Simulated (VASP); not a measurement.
# WSe2 in VASP: notebook, part 2 of 2

VASP 6.6.1. The steps go on from the part before.

## Step 3: Electric field gradients, PBE (equal xy, yz and zx shear strains of -1 %)

INCAR reads:

```
SYSTEM = WSe2
PREC = Accurate ; ENCUT = 400
EDIFF = 1E-8 ; ISMEAR = -1
SIGMA = 0.08 ; LREAL = .False.
LASPH = .True. ; NELM = 120
ALGO = Normal ; ISIF = 2
LWAVE = .False. ; LCHARG = .False.
GGA = PE ; LEFG = .True.
NBANDS = 35 ; GGA_COMPAT = .False.
```

KPOINTS reads:

```
regular mesh
0
Gamma
  11 11 3
  0 0 0
```

POSCAR reads:

```
WSe2
1.0
    3.2899984505     -0.0164499922     -0.0164499922
   -1.6592453364      2.8574472326     -0.0060211151
   -0.0648500000     -0.0648500000     12.9700000000
W Se
2 4
Direct
    0.3333333333      0.6666666667      0.2500000000
    0.6666666667      0.3333333333      0.7500000000
    0.3333333333      0.6666666667      0.6210000000
    0.6666666667      0.3333333333      0.1210000000
    0.3333333333      0.6666666667      0.8790000000
    0.6666666667      0.3333333333      0.3790000000
```

Potentials or basis: VASP PAW PBE potentials, release 64 (W_sv, Se).

Run with:

```console
cat potpaw_PBE.64/W_sv/POTCAR potpaw_PBE.64/Se/POTCAR > POTCAR
mpirun -np 1 vasp_std > vasp.out
```

OUTCAR:

```text
SYSTEM = WSe2
   PREC = Accurate
   ENCUT = 400
   EDIFF = 1E-8
   ISMEAR = -1
   LREAL = .False.
   LASPH = .True.
   NELM = 120
   ISIF = 2
   GGA = PE

 ion  position               nearest neighbor table
   1  0.333  0.667  0.250-   4 2.51   6 2.52   6 2.53   4 2.54   6 2.54   4 2.54
   2  0.667  0.333  0.750-   5 2.51   3 2.52   3 2.53   5 2.54   3 2.54   5 2.54
   3  0.333  0.667  0.621-   2 2.52   2 2.53   2 2.54
   4  0.667  0.333  0.121-   1 2.51   1 2.54   1 2.54
   5  0.333  0.667  0.879-   2 2.51   2 2.54   2 2.54
   6  0.667  0.333  0.379-   1 2.52   1 2.53   1 2.54

  LATTYP: Found a triclinic cell.
 ALAT       =     3.2758397381
 B/A-ratio  =     1.0043472705
 C/A-ratio  =     3.9593891286
 COS(alpha) =     0.0099745013
 COS(beta)  =     0.0136846555
 COS(gamma) =     0.4934979113

  Lattice vectors:

 A1 = (   1.6307531141,   2.8409972404,  -0.0224711073)
 A2 = (   3.2899984505,  -0.0164499922,  -0.0164499922)
 A3 = (   0.0648500000,   0.0648500000, -12.9700000000)

Analysis of symmetry for initial positions (statically):
=====================================================================
 Subroutine PRICEL returns:
 Original cell was already a primitive cell.

 Routine SETGRP: Setting up the symmetry group for a
 triclinic supercell.

 Subroutine GETGRP returns: Found  2 space group operations
 (whereof  2 operations were pure point group operations)
 out of a pool of  2 trial point group operations.

The static configuration has the point symmetry S_2 .

Analysis of symmetry for dynamics (positions and initial velocities):
=====================================================================
 Subroutine PRICEL returns:
 Original cell was already a primitive cell.

 Routine SETGRP: Setting up the symmetry group for a
 triclinic supercell.

 Subroutine GETGRP returns: Found  2 space group operations
 (whereof  2 operations were pure point group operations)
 out of a pool of  2 trial point group operations.

The dynamic configuration has the point symmetry S_2 .

 Subroutine INISYM returns: Found  2 space group operations
 (whereof  2 operations are pure point group operations),
 and found     1 'primitive' translations

----------------------------------------------------------------------------------------

                                     Primitive cell

  volume of cell :     121.5708

  direct lattice vectors                    reciprocal lattice vectors
     3.289998451 -0.016449992 -0.016449992     0.304848672  0.177022777  0.002409357
    -1.659245336  2.857447233 -0.006021115     0.001763772  0.350990611  0.001763772
    -0.064850000 -0.064850000 12.970000000     0.000387462  0.000387462  0.077104877

  length of vectors
     3.290080699  3.304260284 12.970324246     0.352527419  0.350999474  0.077106824

  position of ions in fractional coordinates (direct lattice)
     0.333333333  0.666666667  0.250000000
     0.666666667  0.333333333  0.750000000
     0.333333333  0.666666667  0.621000000
     0.666666667  0.333333333  0.121000000
     0.333333333  0.666666667  0.879000000
[... 106 lines left out ...]
   LORBIT       =      0    0 simple, 1 ext, 2 COOP (PROOUT), +10 PAW based schemes
   GGA     = PE    functional components
   LHFCALC =     F    Hartree Fock is set to
   AEXX    =    0.0000 exact exchange contribution
   IVDW    =     0    specifies the selected vdW correction
   LEPSILON=     F    determine dielectric tensor
   LRPA    =     F    only Hartree local field effects (RPA)
 non-spin polarized calculation
  energy-cutoff  :      400.00
  volume of cell :      121.57
 maximum number of plane-waves:      2249
 NGX is ok and might be reduce to    24
   NGX = 11   NGY = 11   NGZ = 43

 number of electron      51.9999993 magnetization

 Free energy of the ion-electron system (eV)
  ---------------------------------------------------
  ext. energy  EPLUGINS =         0.00000000
  ---------------------------------------------------
  free energy    TOTEN  =       -43.11412873 eV

  energy without entropy =      -43.11402831  energy(sigma->0) =      -43.11407852

 E-fermi :   6.7046     XC(G=0): -10.7554

 val. band max:        6.2752172670   @ k =   0.0000   0.0000   0.0000
 cond. band min:       7.2177049178   @ k =   0.1818   0.1818  -0.0000
 fundamental gap:      0.9424876508
 Fermi energy:         6.7046035875

 k-point     1 :       0.0000    0.0000    0.0000
  band No.  band energies     occupation
      1     -68.0602      2.00000
      2     -68.0602      2.00000
      3     -32.3056      2.00000
      4     -32.3055      2.00000
      5     -32.1884      2.00000
      6     -32.1884      2.00000
[... 901 lines left out ...]
     34      11.0280      0.00000
     35      11.7626      0.00000

 [... further k-points ...]

------------------------ aborting loop because EDIFF is reached ----------------------------------------

  FORCE on cell =-STRESS in cart. coord.  units (eV):
  Direction    XX          YY          ZZ          XY          YZ          ZX
  --------------------------------------------------------------------------------------
  -------------------------------------------------------------------------------------
  Total        2.7894145      2.7961733      3.6401618      0.6692158      1.0378977      1.0380908
  in kB       36.7615938     36.8506666     47.9735606      8.8195714     13.6784168     13.6809611
  external PRESSURE =      40.5286070 kB  Pullay stress =       0.0000000 kB

 VOLUME and BASIS-vectors are now :
 -----------------------------------------------------------------------------
  energy-cutoff  :      400.00
  volume of cell :      121.57
      direct lattice vectors                 reciprocal lattice vectors
     3.289998451 -0.016449992 -0.016449992     0.304848672  0.177022777  0.002409357
    -1.659245336  2.857447233 -0.006021115     0.001763772  0.350990611  0.001763772
    -0.064850000 -0.064850000 12.970000000     0.000387462  0.000387462  0.077104877

 POSITION                                       TOTAL-FORCE (eV/Angst)
 -----------------------------------------------------------------------------------
     -0.02571      1.88327      3.23300         0.084210      0.001322      0.007663
      1.59161      0.89288      9.71453        -0.084210     -0.001322     -0.007663
     -0.04977      1.85921      8.04487        -0.099598     -0.142556     -0.220229
      1.63240      0.93367      1.55640        -0.186950     -0.144010     -0.228313
     -0.06650      1.84248     11.39113         0.186950      0.144010      0.228313
      1.61567      0.91694      4.90266         0.099598      0.142556      0.220229
 -----------------------------------------------------------------------------------
    total drift:                                0.000000      0.000000     -0.000000

  FREE ENERGIE OF THE ION-ELECTRON SYSTEM (eV)
  ---------------------------------------------------
  free  energy   TOTEN  =       -43.1141287284 eV

  energy  without entropy=      -43.1140283144  energy(sigma->0) =      -43.11407852

 Electric field gradients (V/A^2)
---------------------------------------------------------------------
 ion       V_xx      V_yy      V_zz      V_xy      V_xz      V_yz
---------------------------------------------------------------------
   1      76.363    76.120  -152.483   -11.146   -17.088   -17.087
   2      76.363    76.120  -152.483   -11.146   -17.088   -17.087
   3      40.238    34.752   -74.990     1.144    -4.299    -5.954
   4      34.782    40.351   -75.133    -4.381    -7.652    -5.996
   5      34.782    40.351   -75.133    -4.381    -7.652    -5.996
   6      40.238    34.752   -74.990     1.144    -4.299    -5.954
---------------------------------------------------------------------

 Electric field gradients after diagonalization (V/A^2)
 (convention: |V_zz| > |V_xx| > |V_yy|)
----------------------------------------------------------------------
 ion       V_xx      V_yy      V_zz     asymmetry (V_yy - V_xx)/ V_zz
----------------------------------------------------------------------
   1      87.388    67.746  -155.135       0.127
   2      87.388    67.746  -155.135       0.127
   3      40.726    34.740   -75.467       0.079
   4      42.780    33.223   -76.003       0.126
   5      42.780    33.223   -76.003       0.126
   6      40.726    34.740   -75.467       0.079
----------------------------------------------------------------------

           NMR quadrupolar parameters

 Cq : quadrupolar parameter    Cq=e*Q*V_zz/h
 eta: asymmetry parameters     (V_yy - V_xx)/ V_zz
 Q  : nuclear electric quadrupole moment in mb (millibarn)
----------------------------------------------------------------------
 ion       Cq(MHz)       eta       Q (mb)
----------------------------------------------------------------------
   1      -0.375       0.127       1.000
   2      -0.375       0.127       1.000
   3      -0.182       0.079       1.000
   4      -0.184       0.126       1.000
   5      -0.184       0.126       1.000
   6      -0.182       0.079       1.000
----------------------------------------------------------------------
```

It took 9.5 min on 1 thread of Intel Xeon 8259CL, shared host; peak memory 0.53 GiB.

Results:

- Free energy: -43.1141 eV
- Pressure: 4.1 GPa
- Largest force: 0.328 eV/Å
- Band gap on the k mesh: 0.94 eV (least direct gap 1.73 eV)
- Largest electric field gradient by atom: W -155.1; Se -75.5, -76.0 (each value once) V/Å²

Forces on the atoms (eV/Å):
```
W    0.084  0.001  0.008
W   -0.084 -0.001 -0.008
Se  -0.100 -0.143 -0.220
Se  -0.187 -0.144 -0.228
Se   0.187  0.144  0.228
Se   0.100  0.143  0.220
```

Stress tensor (GPa, compression positive):
```
3.68 0.88 1.37
0.88 3.69 1.37
1.37 1.37 4.80
```

Levels at points of the mesh, in eV from the valence-band top:
```csv
k point,band 24,band 25,band 26,band 27,band 28,band 29
"(0.00, 0.00, 0.00)",-1.10,-1.07,0.00,2.57,2.63,2.64
```

Electric field gradients, principal values (V/Å²):
```
atom   least  middle  greatest (by size)
 1 W  67.746  87.388            -155.135
 2 W  67.746  87.388            -155.135
3 Se  34.740  40.726             -75.467
4 Se  33.223  42.780             -76.003
5 Se  33.223  42.780             -76.003
6 Se  34.740  40.726             -75.467
```

Caveat: the cell differs from its parent crystal (equal xy, yz and zx shear strains of -1 %); the cell stands under pressure; without QUAD_EFG the Cq values of the log hold for a quadrupole moment of 1 mb, not for the nuclei; spin-orbit coupling is left out, which moves the levels of the heavy elements.
